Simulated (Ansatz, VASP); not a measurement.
# Two plane-wave programs on AlCu6

```xyz
7
Lattice="3.4282 1.9793 2.1129 -3.4282 1.9793 2.1129 0.0000 -3.9586 2.1129" Properties=species:S:1:pos:R:3 pbc="T T T"
Al    0.0000    0.0000    0.0000
Cu    0.4877   -1.4117    2.1183
Cu   -0.4877    1.4117    4.2203
Cu    0.9787    1.1283    2.1183
Cu   -0.9787   -1.1283    4.2203
Cu   -1.4665    0.2835    2.1183
Cu    1.4665   -0.2835    4.2203
```

Alike in both runs: functional PBE; k mesh 6 × 6 × 6; occupations gaussian, width 0.1 eV; no spin polarisation.

Ansatz relaxed the structure, and its values are those at the end. VASP's run is a single point on that final structure, the one shown.

|  | VASP | Ansatz |
| --- | --- | --- |
| version | VASP 6.6.1 | Ansatz 0.2.0 |
| potentials or method | VASP PAW PBE potentials, release 64 (Al, Cu), cutoff 520 eV | scalar-relativistic, plane waves, PAW |
| valence electrons in the cell | 69 | 117 |

|  | VASP | Ansatz | Ansatz less VASP |
| --- | --- | --- | --- |
| gap on the k mesh at the Fermi level (eV) | none | none | - |
| pressure (GPa) | 0.6 | 0.0 | -0.58 |

A gap of «none» marks a metal or a gap that the smearing closes. VASP's potentials hold 69 valence electrons a cell and Ansatz's 117, so a difference there can come from the potentials and not from the codes.
